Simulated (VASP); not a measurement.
A run of VASP 6.6.1 is set up as follows.

File INCAR:

```
  PREC = Accurate
  ENCUT = 520
  EDIFF = 1E-6
  ISMEAR = -1
  SIGMA = 0.05
  LREAL = Auto
  LASPH = T
  NELM = 60
  ALGO = Normal
  ISIF = 2
  LWAVE = F
  LCHARG = F
  GGA = PS
  NBANDS = 166
```

Contents of KPOINTS:

```
Automatic mesh
0
Gamma
  1 1 1
  0.5 0.5 0.5
```

File POSCAR:

```
Si31C
1.0
   10.7428582173      0.0000000000      0.0000000000
    0.0000000000     10.7428582173      0.0000000000
    0.0000000000      0.0000000000     10.7428582173
Si C
62 2
Direct
    0.0003390000      0.0000970000      0.0003440000
    0.9997550000      0.4999350000      0.0003520000
    0.0003610000      0.5000100000      0.5004890000
    0.5007560000      0.0057310000      0.9945260000
    0.4999880000      0.0060750000      0.5063990000
    0.4999830000      0.4937310000      0.9940800000
    0.5008040000      0.4940940000      0.5061540000
    0.1283590000      0.1254710000      0.1227790000
    0.1078990000      0.1071540000      0.6075360000
    0.1244410000      0.6281730000      0.1285710000
    0.1284240000      0.6223760000      0.6258810000
    0.6283850000      0.1244220000      0.1278730000
    0.6078350000      0.1427390000      0.6431350000
    0.6244330000      0.6217700000      0.1221470000
    0.6284180000      0.6275070000      0.6247910000
    0.2561530000      0.2499720000      0.9940540000
    0.2497330000      0.2433360000      0.5064210000
    0.2500070000      0.7505390000      0.0006350000
    0.2439020000      0.7558290000      0.5003800000
    0.7438750000      0.2498920000      0.9944090000
    0.7497770000      0.2438360000      0.5070350000
    0.7500200000      0.7496830000      0.9997760000
    0.7561500000      0.7562950000      0.5002780000
    0.3749880000      0.3754190000      0.1249740000
    0.3902920000      0.3545210000      0.6427670000
    0.3726590000      0.8780980000      0.1256280000
    0.3746130000      0.8748910000      0.6251860000
    0.8726500000      0.3717810000      0.1251000000
    0.8746460000      0.3749850000      0.6255020000
    0.8749730000      0.8745350000      0.1257170000
    0.8903090000      0.8953170000      0.6079740000
    0.2438370000      0.9999840000      0.2562450000
    0.2497650000      0.0060370000      0.7436800000
    0.2500510000      0.5002760000      0.2509280000
    0.2561250000      0.4935750000      0.7504040000
    0.7561710000      0.9999700000      0.2566640000
    0.7497100000      0.0065570000      0.7442190000
    0.7499920000      0.4993730000      0.2500560000
    0.7439190000      0.4940590000      0.7502840000
    0.3745540000      0.1248400000      0.3752570000
    0.3902930000      0.1423480000      0.8549390000
    0.3727400000      0.6252050000      0.3785190000
    0.3749420000      0.6245830000      0.8757720000
    0.8903480000      0.1075950000      0.3957570000
    0.8745610000      0.1250620000      0.8753490000
    0.8749620000      0.6253180000      0.3748950000
    0.8726920000      0.6247220000      0.8721930000
    0.0008060000      0.2441940000      0.2561690000
    0.0000720000      0.2438410000      0.7442770000
    0.9999690000      0.7562370000      0.2566280000
    0.0008150000      0.7557590000      0.7445670000
    0.5003630000      0.2498110000      0.2502980000
    0.4998120000      0.7500180000      0.2503990000
    0.5003550000      0.7498860000      0.7501860000
    0.1282340000      0.3741380000      0.3784730000
    0.1248880000      0.3722820000      0.8727470000
    0.1063800000      0.8931200000      0.3935440000
    0.1282390000      0.8781020000      0.8744700000
    0.6282430000      0.3717840000      0.3762260000
    0.6064010000      0.3568240000      0.8571850000
    0.6249230000      0.8776750000      0.3780070000
    0.6281910000      0.8758000000      0.8722140000
    0.9992840000      0.0005290000      0.5009590000
    0.4992840000      0.2493690000      0.7497800000
```

Potentials or basis: VASP PAW PBE potentials, release 64 (Si, C).

Launch:

```console
$ cat potpaw_PBE.64/Si/POTCAR potpaw_PBE.64/C/POTCAR > POTCAR
$ mpirun -np 1 vasp_std > vasp.out
```

**Question.** Estimate the pressure.

**Answer.** 0.1 GPa.

**Question.** Predict the band gap on the k mesh.

**Answer.** 1.33 eV.

Forces on the atoms (eV/Å):
```
Si  -0.003 -0.001  0.000
Si   0.003  0.000 -0.001
Si  -0.004  0.000 -0.002
Si   0.001 -0.002  0.001
Si   0.001 -0.002  0.000
Si   0.000 -0.002  0.000
Si  -0.001  0.000  0.000
Si   0.000  0.002 -0.002
Si  -0.001  0.001  0.004
Si   0.000  0.001  0.000
Si  -0.002 -0.001  0.001
Si   0.000 -0.002  0.003
Si   0.002 -0.002 -0.001
Si   0.001  0.002  0.002
Si   0.000  0.000 -0.001
Si  -0.001 -0.001  0.002
Si   0.003  0.000  0.002
Si   0.000 -0.006 -0.004
Si  -0.001  0.003 -0.001
Si   0.001  0.004 -0.001
Si   0.000  0.001 -0.004
Si  -0.001  0.002  0.004
Si  -0.002 -0.003  0.005
Si   0.000 -0.004  0.005
Si  -0.003  0.004 -0.008
Si   0.003  0.003 -0.002
Si   0.004 -0.002  0.000
Si   0.003 -0.003 -0.001
Si   0.004  0.003 -0.003
Si   0.000  0.003 -0.008
Si  -0.005 -0.001  0.006
Si   0.000 -0.001  0.002
Si   0.002  0.001  0.001
Si   0.000 -0.003 -0.007
Si   0.000  0.004 -0.001
Si  -0.002  0.002 -0.001
Si   0.001  0.000  0.000
Si   0.000  0.004  0.002
Si  -0.001 -0.001  0.003
Si   0.005  0.000 -0.003
Si  -0.005 -0.007  0.004
Si   0.001 -0.001  0.001
Si   0.000  0.006 -0.004
Si  -0.007  0.004 -0.001
Si   0.006  0.000  0.001
Si   0.000 -0.005  0.001
Si   0.002 -0.002 -0.002
Si   0.000  0.000  0.000
Si  -0.002  0.001  0.001
Si   0.002  0.000  0.000
Si   0.001 -0.001  0.001
Si  -0.002  0.001 -0.002
Si   0.001 -0.001 -0.002
Si  -0.002  0.001 -0.001
Si   0.000  0.003  0.002
Si  -0.005 -0.001  0.001
Si   0.004  0.001 -0.001
Si  -0.001  0.001  0.002
Si  -0.001 -0.001 -0.002
Si   0.004  0.002  0.003
Si  -0.006 -0.002  0.001
Si  -0.001 -0.003  0.001
C    0.001  0.003  0.003
C    0.003 -0.001  0.002
```

Caveat: the k points lie up to 0.58 Å⁻¹ apart; the PAW data sets were made with another functional, which shifts forces and pressure a little. A k mesh can miss the band edges.
